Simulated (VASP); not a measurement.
# Sb (P2_1/m) in VASP: single point with PBEsol

Aim: the single point of Sb with PBEsol.

Everything below comes from runs of VASP 6.6.1. Logs are shortened: lines on timing, memory, paths and dates and some standing lists are left out, and cuts for length are marked.

## 1. The cell of the first run

Symmetry: P2_1/m, No. 11, monoclinic system. The conventional cell has a = 4.528 Å, b = 4.421 Å, c = 6.500 Å, α = 90.00°, β = 101.72°, γ = 90.00°. Within 3.8 Å of Sb (site symmetry m) lie 7 Sb at 2.92 to 3.75 Å. Within 3.8 Å of Sb (site symmetry m) lie 7 Sb at 2.92 to 3.74 Å.

## 2. Single point, PBEsol, non-collinear spin, zero start, spin-orbit coupling

Contents of INCAR:

```
ALGO = Normal
EDIFF = 1E-6
ENCUT = 500
GGA = PS
GGA_COMPAT = False
ISIF = 2
ISMEAR = 0
LASPH = True
LCHARG = False
LNONCOLLINEAR = True
LORBIT = 11
LORBMOM = True
LREAL = False
LSORBIT = True
LWAVE = False
MAGMOM = 0 0 0 0 0 0 0 0 0 0 0 0
NBANDS = 74
NELM = 200
PREC = Accurate
SIGMA = 0.05
```

Contents of KPOINTS:

```
k-points
0
Gamma
  5 5 4
```

Contents of POSCAR:

```
Sb
1.0
    4.5277000000      0.0000000000      0.0000000000
    0.0000000000      4.4211000000      0.0000000000
   -1.3205190000      0.0000000000      6.3643480000
Sb
4
Direct
    0.3399300000      0.2500000000      0.6836700000
    0.9366380000      0.7500000000      0.7627580000
    0.0633620000      0.2500000000      0.2372420000
    0.6600700000      0.7500000000      0.3163300000
```

Potentials or basis: VASP PAW PBE potentials, release 64 (Sb_d_GW).

The run is started by

```sh
cat potpaw_PBE.64/Sb_d_GW/POTCAR > POTCAR
mpirun -np 1 vasp_ncl > vasp.out
```

OUTCAR:

```text
EDIFF = 1E-6
   ENCUT = 500
   GGA = PS
   ISIF = 2
   ISMEAR = 0
   LASPH = True
   LNONCOLLINEAR = True
   LORBIT = 11
   LREAL = False
   LSORBIT = True
   NELM = 200
   PREC = Accurate

 ion  position               nearest neighbor table
   1  0.340  0.250  0.684-   3 2.92   2 2.98   2 2.98
   2  0.937  0.750  0.763-   4 2.92   1 2.98   1 2.98
   3  0.063  0.250  0.237-   1 2.92   4 2.98   4 2.98
   4  0.660  0.750  0.316-   2 2.92   3 2.98   3 2.98

  LATTYP: Found a simple monoclinic cell.
 ALAT       =     4.5277000000
 B/A-ratio  =     0.9764560373
 C/A-ratio  =     1.4355853266
 COS(beta)  =    -0.2031599047

  Lattice vectors:

 A1 = (   4.5277000000,   0.0000000000,   0.0000000000)
 A2 = (   0.0000000000,   4.4211000000,   0.0000000000)
 A3 = (  -1.3205190000,   0.0000000000,   6.3643480000)

Analysis of symmetry for initial positions (statically):
=====================================================================
 Subroutine PRICEL returns:
 Original cell was already a primitive cell.

 Routine SETGRP: Setting up the symmetry group for a
 simple monoclinic supercell.

 Subroutine GETGRP returns: Found  4 space group operations
 (whereof  2 operations were pure point group operations)
 out of a pool of  4 trial point group operations.

The static configuration has the point symmetry S_2 .
 The point group associated with its full space group is C_2h.

Analysis of symmetry for dynamics (positions and initial velocities):
=====================================================================
 Subroutine PRICEL returns:
 Original cell was already a primitive cell.

 Routine SETGRP: Setting up the symmetry group for a
 simple monoclinic supercell.

 Subroutine GETGRP returns: Found  4 space group operations
 (whereof  2 operations were pure point group operations)
 out of a pool of  4 trial point group operations.

The dynamic configuration has the point symmetry S_2 .
 The point group associated with its full space group is C_2h.

Analysis of structural, dynamic, and magnetic symmetry:
=====================================================================
 Subroutine PRICEL returns:
 Original cell was already a primitive cell.

 Routine SETGRP: Setting up the symmetry group for a
 simple monoclinic supercell.

 Subroutine GETGRP returns: Found  4 space group operations
 (whereof  2 operations were pure point group operations)
 out of a pool of  4 trial point group operations.

The overall configuration has the point symmetry S_2 .
 The point group associated with its full space group is C_2h.

 Subroutine INISYM returns: Found  4 space group operations
 (whereof  2 operations are pure point group operations),
 and found     1 'primitive' translations

----------------------------------------------------------------------------------------

                                     Primitive cell

  volume of cell :     127.3978

  direct lattice vectors                    reciprocal lattice vectors
     4.527700000  0.000000000  0.000000000     0.220862690  0.000000000  0.045826120
     0.000000000  4.421100000  0.000000000     0.000000000  0.226188053  0.000000000
    -1.320519000  0.000000000  6.364348000     0.000000000  0.000000000  0.157125286

  length of vectors
     4.527700000  4.421100000  6.499899683     0.225566755  0.226188053  0.157125286

  position of ions in fractional coordinates (direct lattice)
     0.339930000  0.250000000  0.683670000
     0.936638000  0.750000000  0.762758000
     0.063362000  0.250000000  0.237242000
     0.660070000  0.750000000  0.316330000

  ion indices of the primitive-cell ions
   primitive index   ion index
                 1           1
                 2           2
[... 123 lines left out ...]

  energy without entropy =      -18.34671248  energy(sigma->0) =      -18.34706814

 E-fermi :   4.4216     XC(G=0):  -9.8207

 val. band max:        4.3846761928   @ k =   0.0000   0.0000   0.0000
 cond. band min:       4.4588990675   @ k =   0.4000   0.0000   0.2500
 fundamental gap:      0.0742228747
 Fermi energy:         4.4215575183

 k-point     1 :       0.0000    0.0000    0.0000
  band No.  band energies     occupation
      1     -25.2765      1.00000
      2     -25.2765      1.00000
      3     -25.2743      1.00000
      4     -25.2743      1.00000
      5     -25.2473      1.00000
      6     -25.2473      1.00000
[... 1789 lines left out ...]
     71       8.6547      0.00000
     72       8.6547      0.00000

 [... further k-points ...]

 [bands above 72 left out]

------------------------ aborting loop because EDIFF is reached ----------------------------------------

  FORCE on cell =-STRESS in cart. coord.  units (eV):
  Direction    XX          YY          ZZ          XY          YZ          ZX
  --------------------------------------------------------------------------------------
  -------------------------------------------------------------------------------------
  Total       -2.0119288     -2.0832819     -1.8266888      0.0000000      0.0000000      0.1852352
  in kB      -25.3023746    -26.1997245    -22.9727644      0.0000000      0.0000000      2.3295512
  external PRESSURE =     -24.8249545 kB  Pullay stress =       0.0000000 kB

 VOLUME and BASIS-vectors are now :
 -----------------------------------------------------------------------------
  energy-cutoff  :      500.00
  volume of cell :      127.40
      direct lattice vectors                 reciprocal lattice vectors
     4.527700000  0.000000000  0.000000000     0.220862690  0.000000000  0.045826120
     0.000000000  4.421100000  0.000000000     0.000000000  0.226188053  0.000000000
    -1.320519000  0.000000000  6.364348000     0.000000000  0.000000000  0.157125286

 POSITION                                       TOTAL-FORCE (eV/Angst)
 -----------------------------------------------------------------------------------
      0.63630      1.10528      4.35111         0.002099      0.000000     -0.038841
      3.23358      3.31583      4.85446        -0.017468      0.000000     -0.073202
     -0.02640      1.10528      1.50989         0.017468     -0.000000      0.073202
      2.57088      3.31583      2.01323        -0.002099      0.000000      0.038841
 -----------------------------------------------------------------------------------
    total drift:                                0.000000     -0.000000      0.000000

  FREE ENERGIE OF THE ION-ELECTRON SYSTEM (eV)
  ---------------------------------------------------
  free  energy   TOTEN  =       -18.3474237924 eV

  energy  without entropy=      -18.3467124819  energy(sigma->0) =      -18.34706814

 orbital moment (x)

 # of ion     p       d       f       tot
 ------------------------------------------------
  1         0.000   0.000  -0.000  -0.000
  2         0.000   0.000  -0.000   0.000
  3         0.000   0.000  -0.000   0.000
  4         0.000   0.000  -0.000  -0.000
 ------------------------------------------------
            0.000   0.000  -0.000   0.000

 orbital moment (y)

 # of ion     p       d       f       tot
 ------------------------------------------------
  1        -0.000   0.000  -0.000   0.000
  2         0.000  -0.000  -0.000  -0.000
  3         0.000  -0.000  -0.000  -0.000
  4        -0.000   0.000  -0.000   0.000
 ------------------------------------------------
           -0.000   0.000  -0.000   0.000

 orbital moment (z)

 # of ion     p       d       f       tot
 ------------------------------------------------
  1         0.000   0.000   0.000   0.000
  2        -0.000   0.000   0.000  -0.000
  3         0.000   0.000   0.000   0.000
  4         0.000   0.000   0.000   0.000
 ------------------------------------------------
           -0.000   0.000   0.000  -0.000

 Spin-Orbit-Coupling matrix elements

 Ion:    1  E_soc:     -0.2523993
 l=   1
     0.0000000    -0.0263390    -0.0300991
    -0.0263390     0.0000000    -0.0278412
    -0.0300991    -0.0278412     0.0000000
 l=   2
     0.0000000    -0.0028011     0.0000000    -0.0028051    -0.0111213
    -0.0028011     0.0000000    -0.0083866    -0.0028128    -0.0027967
     0.0000000    -0.0083866     0.0000000    -0.0083932     0.0000000
    -0.0028051    -0.0028128    -0.0083932     0.0000000    -0.0028037
    -0.0111213    -0.0027967     0.0000000    -0.0028037     0.0000000
 l=   3
     0.0000000    -0.0000000     0.0000000     0.0000000     0.0000000    -0.0000000     0.0000000
    -0.0000000     0.0000000    -0.0000000     0.0000000     0.0000000     0.0000000     0.0000000
     0.0000000    -0.0000000     0.0000000     0.0000000    -0.0000000     0.0000000     0.0000000
     0.0000000     0.0000000     0.0000000     0.0000000     0.0000000     0.0000000     0.0000000
[... 49 lines left out ...]
 l=   2
     0.0000000    -0.0028011     0.0000000    -0.0028051    -0.0111213
    -0.0028011     0.0000000    -0.0083866    -0.0028128    -0.0027967
     0.0000000    -0.0083866     0.0000000    -0.0083932     0.0000000
    -0.0028051    -0.0028128    -0.0083932     0.0000000    -0.0028037
    -0.0111213    -0.0027967     0.0000000    -0.0028037     0.0000000
 l=   3
     0.0000000    -0.0000000     0.0000000     0.0000000     0.0000000    -0.0000000     0.0000000
    -0.0000000     0.0000000    -0.0000000     0.0000000     0.0000000     0.0000000     0.0000000
     0.0000000    -0.0000000     0.0000000     0.0000000    -0.0000000     0.0000000     0.0000000
     0.0000000     0.0000000     0.0000000     0.0000000     0.0000000     0.0000000     0.0000000
     0.0000000     0.0000000    -0.0000000     0.0000000     0.0000000     0.0000000     0.0000000
    -0.0000000     0.0000000     0.0000000     0.0000000     0.0000000     0.0000000     0.0000000
     0.0000000     0.0000000     0.0000000     0.0000000     0.0000000     0.0000000     0.0000000

 total charge

# of ion       s       p       d       f       tot
--------------------------------------------------
    1        1.346   1.340   9.988   0.008  12.682
    2        1.362   1.302   9.994   0.008  12.666
    3        1.362   1.302   9.994   0.008  12.666
    4        1.346   1.340   9.988   0.008  12.682
--------------------------------------------------
tot          5.417   5.284  39.963   0.032  50.695

 magnetization (x)

# of ion       s       p       d       f       tot
--------------------------------------------------
    1        0.000   0.000   0.000   0.000   0.000
    2        0.000   0.000   0.000   0.000   0.000
    3        0.000   0.000   0.000   0.000   0.000
    4        0.000   0.000   0.000   0.000   0.000
--------------------------------------------------
tot          0.000   0.000   0.000   0.000   0.000

 magnetization (y)

# of ion       s       p       d       f       tot
--------------------------------------------------
    1       -0.000   0.000   0.000   0.000  -0.000
    2       -0.000  -0.000   0.000   0.000  -0.000
    3       -0.000  -0.000   0.000   0.000  -0.000
    4       -0.000   0.000   0.000   0.000  -0.000
--------------------------------------------------
tot         -0.000  -0.000   0.000   0.000  -0.000

 magnetization (z)

# of ion       s       p       d       f       tot
--------------------------------------------------
    1        0.000   0.000   0.000   0.000   0.000
    2        0.000   0.000   0.000   0.000   0.000
    3        0.000   0.000   0.000   0.000   0.000
    4        0.000   0.000   0.000   0.000   0.000
--------------------------------------------------
tot          0.000   0.000   0.000   0.000   0.000
```

Wall time 9.3 min (1 thread of Intel Xeon 6975P-C (Granite Rapids), shared host); peak memory 0.7 GiB.

Results:

| Quantity | Value |
| --- | --- |
| Free energy | -18.3474 eV |
| Pressure | -2.5 GPa |
| Largest force | 0.075 eV/Å |
| Net moment | 0.00 μB per cell |
| Valence electrons inside the program's atomic spheres | Sb 12.68, 12.67 (each value once) |

Forces in eV/Å, atoms in the order of the input:
```
Sb   0.002  0.000 -0.039
Sb  -0.017  0.000 -0.073
Sb   0.017  0.000  0.073
Sb  -0.002  0.000  0.039
```

Stress tensor (GPa, compression positive):
```
-2.53  0.00  0.23
 0.00 -2.62  0.00
 0.23  0.00 -2.30
```

Moments on the atoms (μB; x, y, z):
```
Sb  0.00 0.00 0.00
Sb  0.00 0.00 0.00
Sb  0.00 0.00 0.00
Sb  0.00 0.00 0.00
```

Caveat: the PAW data sets were made with another functional, which shifts forces and pressure a little.
